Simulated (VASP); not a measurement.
# Ti3Al (P-6m2) in VASP: further runs

Ti3Al is run at these levels: LDA; tasks: single point.

Everything below comes from runs of VASP 6.6.1. Logs are shortened: lines on timing, memory, paths and dates and some standing lists are left out, and cuts for length are marked.

## Step 1: The cell of the first run

The structure is hexagonal, space group P-6m2 (No. 187). Conventional cell: a = 2.868 Å, b = 2.868 Å, c = 9.038 Å, α = 90.00°, β = 90.00°, γ = 120.00°. Within 3.7 Å of Ti (site symmetry 3m) lie 9 Ti at 2.80 to 2.87 Å and 3 Al at 2.81 Å. Ti (site symmetry -6m2) has 12 Ti at 2.80 to 2.87 Å within 3.7 Å. Al (site symmetry -6m2) has 6 Ti at 2.81 Å and 6 Al at 2.87 Å within 3.7 Å.

## Step 2: Single point, LDA (volume scaled by 0.94)

Input file INCAR:

```
SYSTEM = Ti3Al
PREC = Accurate
ENCUT = 520
EDIFF = 1E-6
ISMEAR = -1
SIGMA = 0.05
LREAL = .False.
LASPH = .True.
NELM = 100
ALGO = Normal
ISIF = 2
LWAVE = .False.
LCHARG = .False.
NBANDS = 28
```

Input file KPOINTS:

```
regular mesh
0
Gamma
  10 10 3
  0 0 0
```

Input file POSCAR:

```
Ti3Al
1.0
    2.8677796942      0.0000000000      0.0000000000
   -1.4338898471      2.4835700677      0.0000000000
    0.0000000000      0.0000000000      9.0380160492
Ti Al
3 1
Direct
    0.3333333333      0.6666666667      0.2494060000
    0.3333333333      0.6666666667      0.7505940000
    0.6666666667      0.3333333333      0.0000000000
    0.6666666667      0.3333333333      0.5000000000
```

Potentials or basis: VASP PAW LDA potentials, release 64 (Ti_sv, Al).

Launch:

```console
> cat potpaw_LDA.64/Ti_sv/POTCAR potpaw_LDA.64/Al/POTCAR > POTCAR
> mpirun -np 1 vasp_std > vasp.out
```

OUTCAR:

```text
SYSTEM = Ti3Al
   PREC = Accurate
   ENCUT = 520
   EDIFF = 1E-6
   ISMEAR = -1
   LREAL = .False.
   LASPH = .True.
   NELM = 100
   ISIF = 2

 ion  position               nearest neighbor table
   1  0.333  0.667  0.249-   3 2.80   3 2.80   3 2.80   4 2.81   4 2.81   4 2.81
   2  0.333  0.667  0.751-   3 2.80   3 2.80   3 2.80   4 2.81   4 2.81   4 2.81
   3  0.667  0.333  0.000-   1 2.80   2 2.80   1 2.80   2 2.80   1 2.80   2 2.80
   4  0.667  0.333  0.500-   1 2.81   2 2.81   1 2.81   2 2.81   1 2.81   2 2.81

  LATTYP: Found a hexagonal cell.
 ALAT       =     2.8677796942
 C/A-ratio  =     3.1515726496

  Lattice vectors:

 A1 = (   2.8677796942,   0.0000000000,   0.0000000000)
 A2 = (  -1.4338898471,   2.4835700677,   0.0000000000)
 A3 = (   0.0000000000,   0.0000000000,   9.0380160492)

Analysis of symmetry for initial positions (statically):
=====================================================================
 Subroutine PRICEL returns:
 Original cell was already a primitive cell.

 Routine SETGRP: Setting up the symmetry group for a
 hexagonal supercell.

 Subroutine GETGRP returns: Found 12 space group operations
 (whereof 12 operations were pure point group operations)
 out of a pool of 24 trial point group operations.

The static configuration has the point symmetry D_3h.

Analysis of symmetry for dynamics (positions and initial velocities):
=====================================================================
 Subroutine PRICEL returns:
 Original cell was already a primitive cell.

 Routine SETGRP: Setting up the symmetry group for a
 hexagonal supercell.

 Subroutine GETGRP returns: Found 12 space group operations
 (whereof 12 operations were pure point group operations)
 out of a pool of 24 trial point group operations.

The dynamic configuration has the point symmetry D_3h.

 Subroutine INISYM returns: Found 12 space group operations
 (whereof 12 operations are pure point group operations),
 and found     1 'primitive' translations

----------------------------------------------------------------------------------------

                                     Primitive cell

  volume of cell :      64.3717

  direct lattice vectors                    reciprocal lattice vectors
     2.867779694  0.000000000  0.000000000     0.348701820  0.201323090  0.000000000
    -1.433889847  2.483570068  0.000000000     0.000000000  0.402646180  0.000000000
     0.000000000  0.000000000  9.038016049     0.000000000  0.000000000  0.110643751

  length of vectors
     2.867779694  2.867779694  9.038016049     0.402646180  0.402646180  0.110643751

  position of ions in fractional coordinates (direct lattice)
     0.333333333  0.666666667  0.249406000
     0.333333333  0.666666667  0.750594000
     0.666666667  0.333333333  0.000000000
     0.666666667  0.333333333  0.500000000

  ion indices of the primitive-cell ions
   primitive index   ion index
                 1           1
                 2           2
                 3           3
                 4           4

----------------------------------------------------------------------------------------

 KPOINTS: regular mesh

Automatic generation of k-mesh.
 Grid dimensions read from file:
 generate k-points for:   10   10    3

 Generating k-lattice:

  Cartesian coordinates                     Fractional coordinates (reciprocal lattice)
     0.034870182  0.020132309  0.000000000     0.100000000  0.000000000  0.000000000
     0.000000000  0.040264618  0.000000000     0.000000000  0.100000000  0.000000000
     0.000000000  0.000000000  0.036881250     0.000000000  0.000000000  0.333333333

  Length of vectors
     0.040264618  0.040264618  0.036881250

  Shift w.r.t. Gamma in fractional coordinates (k-lattice)
     0.000000000  0.000000000  0.000000000

 Subroutine IBZKPT returns following result:
 ===========================================

 Found     28 irreducible k-points:

 Following reciprocal coordinates:
            Coordinates               Weight
  0.000000  0.000000  0.000000      1.000000
  0.100000  0.000000  0.000000      6.000000
  0.200000  0.000000  0.000000      6.000000
  0.300000 -0.000000  0.000000      6.000000
  0.400000 -0.000000  0.000000      6.000000
  0.500000  0.000000  0.000000      3.000000
[... 16 lines left out ...]
  0.300000  0.100000  0.333333     24.000000
  0.400000  0.100000  0.333333     24.000000
 [... further k-points ...]
   k-points           NKPTS =     28   k-points in BZ     NKDIM =     28   number of bands    NBANDS=     28
   number of dos      NEDOS =    301   number of ions     NIONS =      4
   total plane-waves  NPLWV =  40320
   dimension x,y,z NGX =    24 NGY =   24 NGZ =   70
   dimension x,y,z NGXF=    48 NGYF=   48 NGZF=  140
   ions per type =               3   1
   NGX,Y,Z   is equivalent  to a cutoff of  13.91, 13.91, 12.88 a.u.
   NGXF,Y,Z  is equivalent  to a cutoff of  27.83, 27.83, 25.75 a.u.
 SYSTEM =  Ti3Al
   PREC   = accura    normal or accurate (medium, high low for compatibility)
   ISTART =      0    job   : 0-new  1-cont  2-samecut
   ICHARG =      2    charge: 1-file 2-atom 10-const
   ISPIN  =      1    spin polarized calculation?
   LNONCOLLINEAR =      F non collinear calculations
   LSORBIT =      F    spin-orbit coupling
   LASPH  =      T    aspherical Exc in radial PAW
   ENCUT  =  520.0 eV  38.22 Ry    6.18 a.u.   5.33  5.33 16.80*2*pi/ulx,y,z
   NELM   =    100;   NELMIN=  2; NELMDL= -5     # of ELM steps
   EDIFF  = 0.1E-05   stopping-criterion for ELM
   LREAL  =      F    real-space projection
   EDIFFG = 0.1E-04   stopping-criterion for IOM
   NSW    =      0    number of steps for IOM
   IBRION =     -1    ionic relax: 0-MD 1-quasi-New 2-CG
   NFREE  =      0    steps in history (QN), initial steepest desc. (CG)
   ISIF   =      2    stress and relaxation
   ISYM   =      2    0-nonsym 1-usesym 2-fastsym
   POTIM  = 0.5000    time-step for ionic-motion
   TEBEG  =    0.0;   TEEND  =   0.0 temperature during run
   PSTRESS=    0.0 pullay stress
   NELECT =      39.0000    total number of electrons
   NUPDOWN=      -1.0000    fix difference up-down
   EMIN   =  10.00;   EMAX   =-10.00  energy-range for DOS
   EFERMI =   0.00;   METHOD = LEGACY
   ISMEAR =    -1;   SIGMA  =   0.05  broadening in eV -4-tet -1-fermi 0-gaus
   EFERMI_NEDOS =   21; number of points for ismear=-14 and -15
   IALGO  =     38    algorithm
   IMIX   =      4    mixing-type and parameters
     AMIX     =   0.40;   BMIX     =  1.00
     AMIX_MAG =   1.60;   BMIX_MAG =  1.00
  volume/ion in A,a.u.               =      16.09       108.60
  Fermi-wavevector in a.u.,A,eV,Ry     =   1.385260  2.617762 26.108832  1.918945
  Thomas-Fermi vector in A             =   2.509687
   LORBIT       =      0    0 simple, 1 ext, 2 COOP (PROOUT), +10 PAW based schemes
   GGA     = CA    functional components
   LHFCALC =     F    Hartree Fock is set to
   AEXX    =    0.0000 exact exchange contribution
   IVDW    =     0    specifies the selected vdW correction
   LEPSILON=     F    determine dielectric tensor
   LRPA    =     F    only Hartree local field effects (RPA)
 non-spin polarized calculation
  energy-cutoff  :      520.00
  volume of cell :       64.37
 maximum number of plane-waves:      1761
 NGX is ok and might be reduce to    24
   NGX = 11   NGY = 11   NGZ = 33

 number of electron      39.0000007 magnetization

 Free energy of the ion-electron system (eV)
  ---------------------------------------------------
  ext. energy  EPLUGINS =         0.00000000
  ---------------------------------------------------
  free energy    TOTEN  =       -30.35741677 eV

  energy without entropy =      -30.32849364  energy(sigma->0) =      -30.34295521

 E-fermi :   8.4078     XC(G=0): -11.7310

 val. band max:        8.3539399563   @ k =   0.2000   0.2000   0.3333
 cond. band min:       8.4123195797   @ k =   0.2000   0.0000   0.0000
 fundamental gap:      0.0583796234
 Fermi energy:         8.4078242634

 k-point     1 :       0.0000    0.0000    0.0000
  band No.  band energies     occupation
      1     -47.5225      2.00000
      2     -47.4509      2.00000
      3     -47.3794      2.00000
      4     -24.4894      2.00000
      5     -24.1708      2.00000
      6     -23.8173      2.00000
[... 20 lines left out ...]
     27      10.6051      0.00000
     28      11.2768      0.00000

 k-point     2 :       0.1000    0.0000    0.0000
  band No.  band energies     occupation
      1     -47.5099      2.00000
      2     -47.4413      2.00000
      3     -47.3729      2.00000
      4     -24.4687      2.00000
      5     -24.1720      2.00000
      6     -23.8536      2.00000
[... 20 lines left out ...]
     27      10.5080      0.00000
     28      11.1884      0.00000

 k-point     3 :       0.2000    0.0000    0.0000
  band No.  band energies     occupation
      1     -47.4759      2.00000
      2     -47.4162      2.00000
      3     -47.3567      2.00000
      4     -24.4151      2.00000
      5     -24.1950      2.00000
      6     -23.9779      2.00000
[... 20 lines left out ...]
     27      10.5030      0.00000
     28      11.1438      0.00000

 k-point     4 :       0.3000   -0.0000    0.0000
  band No.  band energies     occupation
      1     -47.4313      2.00000
      2     -47.3850      2.00000
      3     -47.3389      2.00000
      4     -24.3653      2.00000
      5     -24.2886      2.00000
      6     -24.1232      2.00000
[... 578 lines left out ...]
     27      10.9324      0.00000
     28      11.4030      0.00000

 k-point    23 :       0.3000    0.1000    0.3333
  band No.  band energies     occupation
      1     -47.4043      2.00000
      2     -47.3674      2.00000
      3     -47.3309      2.00000
      4     -24.3612      2.00000
      5     -24.3441      2.00000
      6     -24.1979      2.00000
[... 20 lines left out ...]
     27      11.6365      0.00000
     28      11.9505      0.00000

 k-point    24 :       0.4000    0.1000    0.3333
  band No.  band energies     occupation
      1     -47.3734      2.00000
      2     -47.3498      2.00000
      3     -47.3266      2.00000
      4     -24.4282      2.00000
      5     -24.4053      2.00000
      6     -24.2812      2.00000
[... 20 lines left out ...]
     27      11.7666      0.00000
     28      12.1286      0.00000

 [... further k-points ...]
[... 5 lines left out ...]
  --------------------------------------------------------------------------------------
  -------------------------------------------------------------------------------------
  Total       -0.2699421     -0.2699421      0.0894177      0.0000000      0.0000000      0.0000000
  in kB       -6.7187099     -6.7187099      2.2255572      0.0000000      0.0000000      0.0000000
  external PRESSURE =      -3.7372876 kB  Pullay stress =       0.0000000 kB

 VOLUME and BASIS-vectors are now :
 -----------------------------------------------------------------------------
  energy-cutoff  :      520.00
  volume of cell :       64.37
      direct lattice vectors                 reciprocal lattice vectors
     2.867779694  0.000000000  0.000000000     0.348701820  0.201323090  0.000000000
    -1.433889847  2.483570068  0.000000000     0.000000000  0.402646180  0.000000000
     0.000000000  0.000000000  9.038016049     0.000000000  0.000000000  0.110643751

 POSITION                                       TOTAL-FORCE (eV/Angst)
 -----------------------------------------------------------------------------------
     -0.00000      1.65571      2.25414        -0.000000     -0.000000     -0.110415
     -0.00000      1.65571      6.78388         0.000000      0.000000      0.110415
      1.43389      0.82786      0.00000        -0.000000     -0.000000     -0.000000
      1.43389      0.82786      4.51901        -0.000000     -0.000000     -0.000000
 -----------------------------------------------------------------------------------
    total drift:                                0.000000     -0.000000      0.000000

  FREE ENERGIE OF THE ION-ELECTRON SYSTEM (eV)
  ---------------------------------------------------
  free  energy   TOTEN  =       -30.3574167736 eV

  energy  without entropy=      -30.3284936414  energy(sigma->0) =      -30.34295521
```

It took 68 s on 1 thread of AMD EPYC 7R13 (Zen 3), shared host; peak memory 0.15 GiB.

Results:

- Free energy: -30.3574 eV
- Pressure: -0.4 GPa
- Largest force: 0.110 eV/Å

Forces in eV/Å, atoms in the order of the input:
```
Ti   0.000  0.000 -0.110
Ti   0.000  0.000  0.110
Ti   0.000  0.000  0.000
Al   0.000  0.000  0.000
```

Stress tensor (GPa, compression positive):
```
-0.67  0.00  0.00
 0.00 -0.67  0.00
 0.00  0.00  0.22
```

## Step 3: Single point, LDA (volume scaled by 0.96)

Input file INCAR:

```
SYSTEM = Ti3Al
  PREC = Accurate
  ENCUT = 520
  EDIFF = 1E-6
  ISMEAR = -1
  SIGMA = 0.05
  LREAL = .FALSE.
  LASPH = .TRUE.
  NELM = 100
  ALGO = Fast
  ISIF = 2
  LWAVE = .FALSE.
  LCHARG = .FALSE.
  NBANDS = 28
```

Input file KPOINTS:

```
regular mesh
0
G
  10 10 3
  0 0 0
```

Input file POSCAR:

```
Ti3Al
1.0
    2.8879759913      0.0000000000      0.0000000000
   -1.4439879956      2.5010605740      0.0000000000
    0.0000000000      0.0000000000      9.1016661466
Ti Al
3 1
Direct
    0.3333333333      0.6666666667      0.2494060000
    0.3333333333      0.6666666667      0.7505940000
    0.6666666667      0.3333333333      0.0000000000
    0.6666666667      0.3333333333      0.5000000000
```

Potentials or basis: VASP PAW LDA potentials, release 64 (Ti_sv, Al).

Launch:

```console
> cat potpaw_LDA.64/Ti_sv/POTCAR potpaw_LDA.64/Al/POTCAR > POTCAR
> mpirun -np 1 vasp_std > vasp.out
```

OUTCAR:

```text
SYSTEM = Ti3Al
   PREC = Accurate
   ENCUT = 520
   EDIFF = 1E-6
   ISMEAR = -1
   LREAL = .FALSE.
   LASPH = .TRUE.
   NELM = 100
   ISIF = 2

 ion  position               nearest neighbor table
   1  0.333  0.667  0.249-   3 2.82   3 2.82   3 2.82   4 2.83   4 2.83   4 2.83
   2  0.333  0.667  0.751-   3 2.82   3 2.82   3 2.82   4 2.83   4 2.83   4 2.83
   3  0.667  0.333  0.000-   1 2.82   2 2.82   1 2.82   2 2.82   1 2.82   2 2.82
   4  0.667  0.333  0.500-   1 2.83   2 2.83   1 2.83   2 2.83   1 2.83   2 2.83

  LATTYP: Found a hexagonal cell.
 ALAT       =     2.8879759913
 C/A-ratio  =     3.1515726495

  Lattice vectors:

 A1 = (   2.8879759913,   0.0000000000,   0.0000000000)
 A2 = (  -1.4439879956,   2.5010605740,   0.0000000000)
 A3 = (   0.0000000000,   0.0000000000,   9.1016661466)

Analysis of symmetry for initial positions (statically):
=====================================================================
 Subroutine PRICEL returns:
 Original cell was already a primitive cell.

[... 168 lines left out ...]
  ext. energy  EPLUGINS =         0.00000000
  ---------------------------------------------------
  free energy    TOTEN  =       -30.34391517 eV

  energy without entropy =      -30.31485987  energy(sigma->0) =      -30.32938752

 E-fermi :   8.1835     XC(G=0): -11.6339

 val. band max:        8.1340582306   @ k =   0.2000   0.2000   0.3333
 cond. band min:       8.1955799453   @ k =   0.2000  -0.0000   0.0000
 fundamental gap:      0.0615217146
 Fermi energy:         8.1834570368

 k-point     1 :       0.0000    0.0000    0.0000
  band No.  band energies     occupation
      1     -47.7841      2.00000
      2     -47.7192      2.00000
      3     -47.6524      2.00000
      4     -24.7293      2.00000
      5     -24.4329      2.00000
      6     -24.0999      2.00000
[... 733 lines left out ...]
     27      11.4539      0.00000
     28      11.8214      0.00000

 [... further k-points ...]
[... 5 lines left out ...]
  --------------------------------------------------------------------------------------
  -------------------------------------------------------------------------------------
  Total       -1.2435564     -1.2435564     -1.0015515     -0.0000000      0.0000000      0.0000000
  in kB      -30.3066119    -30.3066119    -24.4087290     -0.0000000      0.0000000      0.0000000
  external PRESSURE =     -28.3406509 kB  Pullay stress =       0.0000000 kB

 VOLUME and BASIS-vectors are now :
 -----------------------------------------------------------------------------
  energy-cutoff  :      520.00
  volume of cell :       65.74
      direct lattice vectors                 reciprocal lattice vectors
     2.887975991  0.000000000  0.000000000     0.346263266  0.199915190  0.000000000
    -1.443987996  2.501060574  0.000000000     0.000000000  0.399830380  0.000000000
     0.000000000  0.000000000  9.101666147     0.000000000  0.000000000  0.109869993

 POSITION                                       TOTAL-FORCE (eV/Angst)
 -----------------------------------------------------------------------------------
     -0.00000      1.66737      2.27001         0.000000      0.000000     -0.120766
     -0.00000      1.66737      6.83166        -0.000000      0.000000      0.120766
      1.44399      0.83369      0.00000        -0.000000     -0.000000      0.000000
      1.44399      0.83369      4.55083        -0.000000      0.000000      0.000000
 -----------------------------------------------------------------------------------
    total drift:                                0.000000     -0.000000      0.000000

  FREE ENERGIE OF THE ION-ELECTRON SYSTEM (eV)
  ---------------------------------------------------
  free  energy   TOTEN  =       -30.3439151736 eV

  energy  without entropy=      -30.3148598661  energy(sigma->0) =      -30.32938752
```

OSZICAR:

```text
N       E                     dE             d eps       ncg     rms          rms(c)
DAV:   1     0.467781889140E+03    0.46778E+03   -0.19442E+04  1568   0.162E+03
DAV:   2     0.240031561459E+02   -0.44378E+03   -0.43543E+03  1588   0.497E+02
DAV:   3    -0.281465743682E+02   -0.52150E+02   -0.50820E+02  2700   0.143E+02
[... 33 lines left out ...]
RMM:  37    -0.303439113336E+02   -0.14874E-05   -0.18485E-05  1643   0.151E-02    0.266E-03
RMM:  38    -0.303439125998E+02   -0.12663E-05   -0.15513E-05  1524   0.135E-02    0.339E-03
RMM:  39    -0.303439136006E+02   -0.10007E-05   -0.13004E-05  1754   0.138E-02    0.277E-03
RMM:  40    -0.303439144588E+02   -0.85817E-06   -0.10820E-05  1683   0.132E-02    0.378E-03
RMM:  41    -0.303439151736E+02   -0.71489E-06   -0.90342E-06  1478   0.113E-02
   1 F= -.30343915E+02 E0= -.30329388E+02  d E =-.290553E-01
```

Wall time 3.4 min (1 thread of AMD EPYC 7R13 (Zen 3), shared host); peak memory 0.16 GiB.

What came out:

```
Free energy   : -30.3439 eV
Pressure      : -2.8 GPa
Largest force : 0.121 eV/Å
```

Forces on the atoms (eV/Å):
```
Ti   0.000  0.000 -0.121
Ti   0.000  0.000  0.121
Ti   0.000  0.000  0.000
Al   0.000  0.000  0.000
```

Stress tensor (GPa, compression positive):
```
-3.03  0.00  0.00
 0.00 -3.03  0.00
 0.00  0.00 -2.44
```
